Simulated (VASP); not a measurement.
Wanted: the native input for a VASP 6.6.1 run.

```yaml
Task: single point
Functional: LDA
Potentials_or_basis: VASP PAW LDA potentials, release 64 (Si, C)
Cutoff: 520 eV
k_mesh: 12 × 12 × 2
Occupations: gaussian, width 0.05 eV
Spin: no spin polarisation
Dipole_correction: no
Further_INCAR_settings: ALGO = Normal; EDIFF = 1e-06; NBANDS = 36
```

The structure of SiC lies in POSCAR:

```
SiC
1.0
    3.0592447673      0.0000000000      0.0000000000
   -1.5296223837      2.6493836849      0.0000000000
    0.0000000000      0.0000000000     15.0108680938
Si C
6 6
Direct
    0.0000000000      0.0000000000      0.1250400880
    0.0000000000      0.0000000000      0.6250400880
    0.3333333333      0.6666666667      0.2918179803
    0.6666666667      0.3333333333      0.7918179803
    0.3333333333      0.6666666667      0.9583073463
    0.6666666667      0.3333333333      0.4583073463
    0.0000000000      0.0000000000      0.9996873929
    0.0000000000      0.0000000000      0.4996873929
    0.3333333333      0.6666666667      0.1668280638
    0.6666666667      0.3333333333      0.6668280638
    0.3333333333      0.6666666667      0.8333191288
    0.6666666667      0.3333333333      0.3333191288
```

The input as run:

INCAR

```
ALGO = Normal
EDIFF = 1E-6
ENCUT = 520
GGA = CA
ISIF = 2
ISMEAR = 0
LASPH = True
LCHARG = True
LELF = True
LREAL = False
LVHAR = True
LWAVE = False
NBANDS = 36
NELM = 100
PREC = Accurate
SIGMA = 0.05
```

KPOINTS

```
k-points
0
Gamma
  12 12 2
```

Potentials or basis: VASP PAW LDA potentials, release 64 (Si, C).

The run is started by

```bash
$ cat potpaw_LDA.64/Si/POTCAR potpaw_LDA.64/C/POTCAR > POTCAR
$ mpirun -np 1 vasp_std > vasp.out
```

It gave:

The pressure is 0.4 GPa and the band gap on the k mesh is 1.97 eV, indirect (least direct gap 3.07 eV).

Wall time 120 s on 1 thread of Intel(R) Xeon(R) Platinum 8375C CPU @ 2.90GHz (Ice Lake), on a shared host, peak memory 0.26 GiB.
